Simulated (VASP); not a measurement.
# Ti3Si4Ni (R3) in VASP: a series of runs

Runs on Ti3Si4Ni. Level: PBE. Tasks: relaxation of cell and atoms, single point.

Program: VASP 6.6.1. These are calculated values, not measurements. Logs are shortened: lines on timing, memory, paths and dates and some standing lists are left out, and cuts for length are marked.

## (1) The cell of the first run

It takes space group R3 (No. 146, trigonal). The conventional cell has a = 6.953 Å, b = 6.953 Å, c = 8.208 Å, α = 90.00°, β = 90.00°, γ = 120.00°. Within 3.4 Å of Ti (site symmetry 1) lie 7 Si at 2.56 to 2.72 Å and 4 Ti at 2.92 to 2.97 Å and 2 Ni at 2.96 to 3.11 Å. Within 3.3 Å of Si (site symmetry 1) lie 2 Ni at 2.53 to 2.68 Å and 5 Ti at 2.56 to 2.72 Å and 6 Si at 2.83 to 3.20 Å. Si (site symmetry 3) has 1 Ni at 2.29 Å and 6 Ti at 2.57 to 2.68 Å and 3 Si at 2.95 Å within 3.0 Å. Ni (site symmetry 3) has 7 Si at 2.29 to 2.68 Å and 3 Ti at 2.96 Å within 3.0 Å.

## (2) Relaxation of cell and atoms, PBE

Input file INCAR:

```
SYSTEM = Ti3Si4Ni
ALGO = Normal
EDIFF = 1E-7
EDIFFG = -0.04
ENCUT = 600
GGA = PE
IBRION = 2
ISIF = 3
ISMEAR = 0
LASPH = .TRUE.
LCHARG = .FALSE.
LREAL = .FALSE.
LWAVE = .FALSE.
NELM = 80
NSW = 90
PREC = Accurate
SIGMA = 0.1
```

Input file KPOINTS:

```
k-points
0
G
  6 6 6
  0 0 0
```

Input file POSCAR:

```
Ti3Si4Ni
1.0
    3.4762653637      2.0070227435      2.7359237018
   -3.4762653637      2.0070227435      2.7359237018
    0.0000000000     -4.0140454871      2.7359237018
Ti Si Ni
3 4 1
Direct
    0.1509999334      0.6322425256      0.3427270819
    0.3427270819      0.1509999334      0.6322425256
    0.6322425256      0.3427270819      0.1509999334
    0.8342838179      0.3710896399      0.6695209412
    0.1390848230      0.1390848230      0.1390848230
    0.6695209412      0.8342838179      0.3710896399
    0.3710896399      0.6695209412      0.8342838179
    0.8600512372      0.8600512372      0.8600512372
```

Potentials or basis: VASP PAW PBE potentials, release 64 (Ti_sv, Si, Ni).

On the command line:

```
$ cat potpaw_PBE.64/Ti_sv/POTCAR potpaw_PBE.64/Si/POTCAR potpaw_PBE.64/Ni/POTCAR > POTCAR
$ mpirun -np 1 vasp_std > vasp.out
```

OUTCAR:

```text
SYSTEM = Ti3Si4Ni
   EDIFF = 1E-7
   EDIFFG = -0.04
   ENCUT = 600
   GGA = PE
   IBRION = 2
   ISIF = 3
   ISMEAR = 0
   LASPH = .TRUE.
   LREAL = .FALSE.
   NELM = 80
   NSW = 90
   PREC = Accurate

 ion  position               nearest neighbor table
   1  0.151  0.632  0.343-   6 2.56   5 2.57   4 2.57   7 2.59   5 2.68   6 2.68   7 2.72   3 2.92
                             2 2.92   8 2.96
   2  0.343  0.151  0.632-   7 2.56   5 2.57   6 2.57   4 2.59   5 2.68   7 2.68   4 2.72   1 2.92
                             3 2.92   8 2.96
   3  0.632  0.343  0.151-   4 2.56   5 2.57   7 2.57   6 2.59   5 2.68   4 2.68   6 2.72   1 2.92
                             2 2.92   8 2.96
   4  0.834  0.371  0.670-   8 2.53   3 2.56   1 2.57   2 2.59   8 2.68   3 2.68   2 2.72   7 2.83
                             6 2.83   5 2.95   7 3.03   6 3.03
   5  0.139  0.139  0.139-   8 2.29   3 2.57   1 2.57   2 2.57   3 2.68   1 2.68   2 2.68   7 2.95
                             6 2.95   4 2.95
   6  0.670  0.834  0.371-   8 2.53   1 2.56   2 2.57   3 2.59   8 2.68   1 2.68   3 2.72   4 2.83
                             7 2.83   5 2.95   4 3.03   7 3.03
   7  0.371  0.670  0.834-   8 2.53   2 2.56   3 2.57   1 2.59   8 2.68   2 2.68   1 2.72   4 2.83
                             6 2.83   5 2.95   4 3.03   6 3.03
   8  0.860  0.860  0.860-   5 2.29   7 2.53   4 2.53   6 2.53   7 2.68   4 2.68   6 2.68   3 2.96
                             2 2.96   1 2.96

  LATTYP: Found a trigonal (rhomboedric) cell.
 ALAT       =     4.8577607675
 COS(alpha) =    -0.0241972185

  Lattice vectors:

 A1 = (   3.4762653637,   2.0070227435,   2.7359237018)
 A2 = (  -3.4762653637,   2.0070227435,   2.7359237018)
 A3 = (   0.0000000000,  -4.0140454871,   2.7359237018)

Analysis of symmetry for initial positions (statically):
=====================================================================
 Subroutine PRICEL returns:
 Original cell was already a primitive cell.

 Routine SETGRP: Setting up the symmetry group for a
 trigonal (rhombohedral) supercell.

 Subroutine GETGRP returns: Found  3 space group operations
 (whereof  3 operations were pure point group operations)
 out of a pool of 12 trial point group operations.

The static configuration has the point symmetry C_3 .

Analysis of symmetry for dynamics (positions and initial velocities):
=====================================================================
 Subroutine PRICEL returns:
 Original cell was already a primitive cell.

 Routine SETGRP: Setting up the symmetry group for a
 trigonal (rhombohedral) supercell.

[... 189 lines left out ...]
      0.66649     -1.54693      3.08057        -0.046433     -0.000459      0.008651
      1.00643      1.35067      3.08057         0.023614     -0.039983      0.008651
      1.61019     -0.26828      5.12957         0.028346     -0.017283      0.009833
      0.00000     -0.00000      1.14158        -0.000000      0.000000     -0.020610
     -0.57276      1.52860      5.12957         0.000795      0.033190      0.009833
     -1.03743     -1.26032      5.12957        -0.029141     -0.015907      0.009833
      0.00000     -0.00000      7.05910        -0.000000      0.000000     -0.034843
 -----------------------------------------------------------------------------------
    total drift:                                0.000000      0.000005     -0.000023

  FREE ENERGIE OF THE ION-ELECTRON SYSTEM (eV)
  ---------------------------------------------------
  free  energy   TOTEN  =       -54.6124353064 eV

  energy  without entropy=      -54.5970451237  energy(sigma->0) =      -54.60474022

--------------------------------------- Ionic step        2  -------------------------------------------

 number of electron      61.9999999 magnetization

 Free energy of the ion-electron system (eV)
  ---------------------------------------------------
  ext. energy  EPLUGINS =         0.00000000
  ---------------------------------------------------
  free energy    TOTEN  =       -54.61302123 eV

  energy without entropy =      -54.59773646  energy(sigma->0) =      -54.60537884

 E-fermi :   9.5584     XC(G=0): -11.7446

 val. band max:        9.5532677686   @ k =  -0.3333   0.1667  -0.0000
 cond. band min:       9.5956565586   @ k =   0.3333   0.0000  -0.1667
 fundamental gap:      0.0423887900
 Fermi energy:         9.5583545893

 k-point     1 :       0.0000    0.0000    0.0000
  band No.  band energies     occupation
      1     -46.9493      2.00000
      2     -46.8941      2.00000
      3     -46.8941      2.00000
      4     -23.3477      2.00000
      5     -23.3444      2.00000
      6     -23.3444      2.00000
[... 949 lines left out ...]
     36      11.2409      0.00000
     37      11.6824      0.00000

 [... further k-points ...]

------------------------ aborting loop because EDIFF is reached ----------------------------------------

  FORCE on cell =-STRESS in cart. coord.  units (eV):
  Direction    XX          YY          ZZ          XY          YZ          ZX
  --------------------------------------------------------------------------------------
  -------------------------------------------------------------------------------------
  Total        0.0225586      0.0225586      0.0552633     -0.0000001     -0.0000000      0.0000000
  in kB        0.3159338      0.3159338      0.7739637     -0.0000017     -0.0000000      0.0000000
  external PRESSURE =       0.4686104 kB  Pullay stress =       0.0000000 kB

 VOLUME and BASIS-vectors are now :
 -----------------------------------------------------------------------------
  energy-cutoff  :      600.00
  volume of cell :      114.40
      direct lattice vectors                 reciprocal lattice vectors
     3.473287878  2.005303696  2.737504838     0.143955819  0.083112931  0.121765386
    -3.473287882  2.005303689  2.737504838    -0.143955819  0.083112930  0.121765386
     0.000000004 -4.010607385  2.737504838     0.000000000 -0.166225861  0.121765386

 POSITION                                       TOTAL-FORCE (eV/Angst)
 -----------------------------------------------------------------------------------
     -1.67039      0.19804      3.08276         0.023126      0.011594      0.007653
      0.66369     -1.54563      3.08276        -0.021604      0.014231      0.007653
      1.00671      1.34758      3.08276        -0.001523     -0.025825      0.007653
      1.61017     -0.26888      5.13301         0.010305     -0.017986      0.005720
     -0.00000     -0.00000      1.14124         0.000000      0.000000     -0.020220
     -0.57223      1.52889      5.13301         0.010423      0.017917      0.005720
     -1.03794     -1.26001      5.13301        -0.020729      0.000068      0.005720
     -0.00000     -0.00000      7.06150         0.000000      0.000000     -0.019899
 -----------------------------------------------------------------------------------
    total drift:                                0.000000      0.000005     -0.000106

  FREE ENERGIE OF THE ION-ELECTRON SYSTEM (eV)
  ---------------------------------------------------
  free  energy   TOTEN  =       -54.6130212298 eV

  energy  without entropy=      -54.5977364582  energy(sigma->0) =      -54.60537884

 reached required accuracy - stopping structural energy minimisation
```

Run time: 3.8 min. Hardware: 1 thread of Intel Xeon 6975P-C (Granite Rapids), shared host; peak memory 0.37 GiB.

What came out:

* Free energy: -54.6130 eV
* Relaxed volume: 14.30 Å³/atom
* Relaxed cell: a = 4.856 Å, b = 4.856 Å, c = 4.856 Å, α = 91.33°, β = 91.33°, γ = 91.33°
* Space group after relaxing (to 0.05 Å): R3 (No. 146)
* Energy gained by relaxing: 0.1 meV/atom
* Ionic steps: 2
* Pressure after relaxing: 0.0 GPa
* Largest force after relaxing: 0.027 eV/Å
* Band gap on the k mesh: zero (band 31 reaches 9.74 eV, above the bottom of band 32 at 9.47 eV)

Forces on the atoms (eV/Å):
```
Ti   0.023  0.012  0.008
Ti  -0.022  0.014  0.008
Ti  -0.002 -0.026  0.008
Si   0.010 -0.018  0.006
Si   0.000  0.000 -0.020
Si   0.010  0.018  0.006
Si  -0.021  0.000  0.006
Ni   0.000  0.000 -0.020
```

The path:
```
step  energy change (eV)  largest force (eV/Å)  pressure (GPa)  volume (Å³)
   1              0.0000                0.0472           -0.09       114.53
   2             -0.0006                0.0270            0.05       114.40
```

Final structure:
```cif
data_structure
_symmetry_space_group_name_H-M 'P 1'
_symmetry_Int_Tables_number 1
_cell_length_a 4.8558
_cell_length_b 4.8558
_cell_length_c 4.8558
_cell_angle_alpha 91.333
_cell_angle_beta 91.333
_cell_angle_gamma 91.333
_cell_volume 114.40
loop_
_atom_site_label
_atom_site_type_symbol
_atom_site_fract_x
_atom_site_fract_y
_atom_site_fract_z
_atom_site_occupancy
Ti1 Ti 0.15137 0.63230 0.34245 1
Ti2 Ti 0.34245 0.15137 0.63230 1
Ti3 Ti 0.63230 0.34245 0.15137 1
Si1 Si 0.83447 0.37088 0.66972 1
Si2 Si 0.13896 0.13896 0.13896 1
Si3 Si 0.66972 0.83447 0.37088 1
Si4 Si 0.37088 0.66972 0.83447 1
Ni1 Ni 0.85985 0.85985 0.85985 1
```

## (3) Single point, PBE

Input file INCAR:

```
SYSTEM = Ti3Si4Ni
PREC = Accurate
ENCUT = 520
EDIFF = 1E-6
ISMEAR = 0
SIGMA = 0.1
LREAL = .False.
LASPH = .True.
NELM = 100
ALGO = Normal
ISIF = 2
LWAVE = .False.
LCHARG = .False.
GGA = PE
NBANDS = 41
```

Input file KPOINTS:

```
Automatic mesh
0
Gamma
  6 6 6
  0 0 0
```

POSCAR is that of step 2.

Potentials or basis: VASP PAW PBE potentials, release 64 (Ti_sv, Si, Ni).

On the command line:

```
$ cat potpaw_PBE.64/Ti_sv/POTCAR potpaw_PBE.64/Si/POTCAR potpaw_PBE.64/Ni/POTCAR > POTCAR
$ mpirun -np 1 vasp_std > vasp.out
```

OUTCAR:

```text
SYSTEM = Ti3Si4Ni
   PREC = Accurate
   ENCUT = 520
   EDIFF = 1E-6
   ISMEAR = 0
   LREAL = .False.
   LASPH = .True.
   NELM = 100
   ISIF = 2
   GGA = PE

 ion  position               nearest neighbor table
   1  0.151  0.632  0.343-   6 2.56   5 2.57   4 2.57   7 2.59   5 2.68   6 2.68   7 2.72   3 2.92
                             2 2.92   8 2.96
   2  0.343  0.151  0.632-   7 2.56   5 2.57   6 2.57   4 2.59   5 2.68   7 2.68   4 2.72   1 2.92
                             3 2.92   8 2.96
   3  0.632  0.343  0.151-   4 2.56   5 2.57   7 2.57   6 2.59   5 2.68   4 2.68   6 2.72   1 2.92
                             2 2.92   8 2.96
   4  0.834  0.371  0.670-   8 2.53   3 2.56   1 2.57   2 2.59   8 2.68   3 2.68   2 2.72   7 2.83
                             6 2.83   5 2.95   7 3.03   6 3.03
   5  0.139  0.139  0.139-   8 2.29   3 2.57   1 2.57   2 2.57   3 2.68   1 2.68   2 2.68   7 2.95
                             6 2.95   4 2.95
   6  0.670  0.834  0.371-   8 2.53   1 2.56   2 2.57   3 2.59   8 2.68   1 2.68   3 2.72   4 2.83
                             7 2.83   5 2.95   4 3.03   7 3.03
   7  0.371  0.670  0.834-   8 2.53   2 2.56   3 2.57   1 2.59   8 2.68   2 2.68   1 2.72   4 2.83
                             6 2.83   5 2.95   4 3.03   6 3.03
   8  0.860  0.860  0.860-   5 2.29   7 2.53   4 2.53   6 2.53   7 2.68   4 2.68   6 2.68   3 2.96
                             2 2.96   1 2.96

  LATTYP: Found a trigonal (rhomboedric) cell.
 ALAT       =     4.8577607675
 COS(alpha) =    -0.0241972185

  Lattice vectors:

 A1 = (   3.4762653637,   2.0070227435,   2.7359237018)
 A2 = (  -3.4762653637,   2.0070227435,   2.7359237018)
 A3 = (   0.0000000000,  -4.0140454871,   2.7359237018)

Analysis of symmetry for initial positions (statically):
=====================================================================
 Subroutine PRICEL returns:
 Original cell was already a primitive cell.

 Routine SETGRP: Setting up the symmetry group for a
 trigonal (rhombohedral) supercell.

 Subroutine GETGRP returns: Found  3 space group operations
[... 154 lines left out ...]
   GGA     = PE    functional components
   LHFCALC =     F    Hartree Fock is set to
   AEXX    =    0.0000 exact exchange contribution
   IVDW    =     0    specifies the selected vdW correction
   LEPSILON=     F    determine dielectric tensor
   LRPA    =     F    only Hartree local field effects (RPA)
 non-spin polarized calculation
 Gauss-broadening in eV      SIGMA  =   0.10
  energy-cutoff  :      520.00
  volume of cell :      114.53
 maximum number of plane-waves:      3106
   NGX = 19   NGY = 19   NGZ = 19

 number of electron      61.9999997 magnetization

 Free energy of the ion-electron system (eV)
  ---------------------------------------------------
  ext. energy  EPLUGINS =         0.00000000
  ---------------------------------------------------
  free energy    TOTEN  =       -54.61255905 eV

  energy without entropy =      -54.59716632  energy(sigma->0) =      -54.60486268

 E-fermi :   9.5435     XC(G=0): -11.7393

 val. band max:        9.5394606798   @ k =  -0.3333   0.1667  -0.0000
 cond. band min:       9.5808720561   @ k =   0.3333   0.0000  -0.1667
 fundamental gap:      0.0414113763
 Fermi energy:         9.5435165336

 k-point     1 :       0.0000    0.0000    0.0000
  band No.  band energies     occupation
      1     -46.9666      2.00000
      2     -46.9117      2.00000
      3     -46.9117      2.00000
      4     -23.3633      2.00000
      5     -23.3603      2.00000
      6     -23.3603      2.00000
[... 1045 lines left out ...]
     40      12.6336      0.00000
     41      12.9396      0.00000

 [... further k-points ...]

------------------------ aborting loop because EDIFF is reached ----------------------------------------

  FORCE on cell =-STRESS in cart. coord.  units (eV):
  Direction    XX          YY          ZZ          XY          YZ          ZX
  --------------------------------------------------------------------------------------
  -------------------------------------------------------------------------------------
  Total       -0.1999784     -0.1999784      0.0415647     -0.0000001     -0.0000000      0.0000000
  in kB       -2.7975201     -2.7975201      0.5814530     -0.0000015     -0.0000000      0.0000000
  external PRESSURE =      -1.6711958 kB  Pullay stress =       0.0000000 kB

 VOLUME and BASIS-vectors are now :
 -----------------------------------------------------------------------------
  energy-cutoff  :      520.00
  volume of cell :      114.53
      direct lattice vectors                 reciprocal lattice vectors
     3.476265364  2.007022743  2.735923702     0.143832518  0.083041743  0.121835756
    -3.476265364  2.007022743  2.735923702    -0.143832518  0.083041743  0.121835756
     0.000000000 -4.014045487  2.735923702     0.000000000 -0.166083486  0.121835756

 POSITION                                       TOTAL-FORCE (eV/Angst)
 -----------------------------------------------------------------------------------
     -1.67293      0.19626      3.08057         0.023413      0.040299      0.008988
      0.66649     -1.54693      3.08057        -0.046606      0.000127      0.008988
      1.00643      1.35067      3.08057         0.023193     -0.040425      0.008988
      1.61019     -0.26828      5.12957         0.028353     -0.017225      0.009504
      0.00000     -0.00000      1.14158        -0.000000      0.000000     -0.019982
     -0.57276      1.52860      5.12957         0.000741      0.033167      0.009504
     -1.03743     -1.26032      5.12957        -0.029094     -0.015942      0.009504
      0.00000     -0.00000      7.05910        -0.000000      0.000000     -0.035494
 -----------------------------------------------------------------------------------
    total drift:                               -0.000000      0.000008      0.000302

  FREE ENERGIE OF THE ION-ELECTRON SYSTEM (eV)
  ---------------------------------------------------
  free  energy   TOTEN  =       -54.6125590523 eV

  energy  without entropy=      -54.5971663172  energy(sigma->0) =      -54.60486268
```

stdout:

```text
POSCAR found type information on POSCAR TiSiNi
 POSCAR found :  3 types and       8 ions
 scaLAPACK will be used
 LDA part: xc-table for (Slater+PW92), standard interpolation
 POSCAR, INCAR and KPOINTS ok, starting setup
 FFT: planning ... GRIDC
 FFT: planning ... GRID_SOFT
 FFT: planning ... GRID
 WAVECAR not read
 entering main loop
```

It took 3.2 min on 1 thread of Intel Xeon 6975P-C, shared host; peak memory 0.31 GiB.

Results:

```
Free energy            : -54.6126 eV
Pressure               : -0.2 GPa
Largest force          : 0.047 eV/Å
Band gap on the k mesh : zero (band 31 reaches 9.72 eV, above the bottom of band 32 at 9.45 eV)
```

Forces in eV/Å, atoms in the order of the input:
```
Ti   0.023  0.040  0.009
Ti  -0.047  0.000  0.009
Ti   0.023 -0.040  0.009
Si   0.028 -0.017  0.010
Si   0.000  0.000 -0.020
Si   0.001  0.033  0.010
Si  -0.029 -0.016  0.010
Ni   0.000  0.000 -0.035
```

Spin polarisation is off, so any magnetic state and its effect on volume and gap are missing.

## (4) Single point, PBE, collinear spin, ferromagnetic start

This run uses another cell than the first one, of 14.20 Å³/atom, 0.992 times its volume.

Input file INCAR:

```
SYSTEM = Ti3Si4Ni
  PREC = Accurate
  ENCUT = 520
  EDIFF = 1E-6
  ISMEAR = 0
  SIGMA = 0.1
  LREAL = .False.
  LASPH = .True.
  NELM = 150
  ALGO = Normal
  ISIF = 2
  LWAVE = .False.
  LCHARG = .False.
  ISPIN = 2
  MAGMOM = 0 0 0 0 0 0 0 2
  LORBIT = 11
  LMAXMIX = 4
  GGA = PE
  NBANDS = 45
```

Input file KPOINTS:

```
regular mesh
0
Gamma
  4 4 4
  0 0 0
```

Input file POSCAR:

```
Ti3Si4Ni
1.0
    3.4248955100      1.9773643400      2.7964154700
   -3.4248955100      1.9773643400      2.7964154700
    0.0000000000     -3.9547286900      2.7964154700
Ti Si Ni
3 4 1
Direct
    0.1470000100      0.6470000100      0.3529999900
    0.3529999900      0.1470000100      0.6470000100
    0.6470000100      0.3529999900      0.1470000100
    0.8600999900      0.3600999900      0.6399000100
    0.1399000100      0.1399000100      0.1399000100
    0.6399000100      0.8600999900      0.3600999900
    0.3600999900      0.6399000100      0.8600999900
    0.8529999900      0.8529999900      0.8529999900
```

On the command line:

```
$ cat potpaw_PBE.64/Ti_sv/POTCAR potpaw_PBE.64/Si/POTCAR potpaw_PBE.64/Ni/POTCAR > POTCAR
$ mpirun -np 1 vasp_std > vasp.out
```

It took 3.1 min on 1 thread of Intel Xeon 6975P-C, shared host; peak memory 0.31 GiB.

Results (log left out):

```yaml
Free_energy: -53.9992 eV
Pressure: 2.3 GPa
Largest_force: 1.817 eV/Å
Band_gap_on_the_k_mesh: zero (filled and empty bands overlap)
Net_moment: 0.00 μB per cell
Valence_electrons_inside_the_program's_atomic_spheres: Ti 10.39; Si 1.63, 1.66; Ni 9.24
```

Forces in eV/Å, atoms in the order of the input:
```
Ti   0.088 -0.387 -0.105
Ti   0.291  0.270 -0.105
Ti  -0.379  0.117 -0.105
Si  -0.623 -1.655 -0.418
Si   0.000  0.000  0.829
Si   1.745  0.288 -0.418
Si  -1.122  1.367 -0.418
Ni   0.000  0.000  0.738
```

Stress tensor (GPa, compression positive):
```
 5.18  0.00  0.00
 0.00  5.18  0.00
 0.00  0.00 -3.52
```

Levels at points of the mesh, in eV from the Fermi level:
Spin up:
```csv
k point,band 27,band 28,band 29,band 30,band 31,band 32,band 33,band 34,band 35,band 36
"(0.00, 0.00, 0.00)",-1.67,-0.88,-0.83,-0.83,-0.41,-0.13,-0.13,0.94,1.90,1.90
"(0.50, 0.00, 0.00)",-1.41,-1.17,-1.08,-0.62,-0.49,0.17,0.69,0.90,1.30,1.82
"(0.50, 0.50, 0.00)",-1.30,-1.04,-0.80,-0.43,-0.14,0.19,0.77,0.95,1.13,1.79
"(0.50, 0.50, 0.50)",-1.12,-0.85,-0.10,-0.10,0.10,0.79,0.79,1.48,1.48,1.49
```
Spin down:
| k point | band 29 | band 30 | band 31 | band 32 | band 33 | band 34 |
| --- | --- | --- | --- | --- | --- | --- |
| (0.00, 0.00, 0.00) | -0.83 | -0.83 | -0.41 | -0.13 | -0.13 | 0.94 |
| (0.50, 0.00, 0.00) | -1.08 | -0.62 | -0.49 | 0.17 | 0.69 | 0.90 |
| (0.50, 0.50, 0.00) | -0.80 | -0.43 | -0.14 | 0.19 | 0.77 | 0.95 |
| (0.50, 0.50, 0.50) | -0.10 | -0.10 | 0.10 | 0.79 | 0.79 | 1.48 |

Caveat: the starting moments collapsed, and a magnetic state may lie lower; forces of over 1 eV/Å act on the atoms, so gaps and moduli don't describe the material at rest.

(Continued in part 2 of 2.)
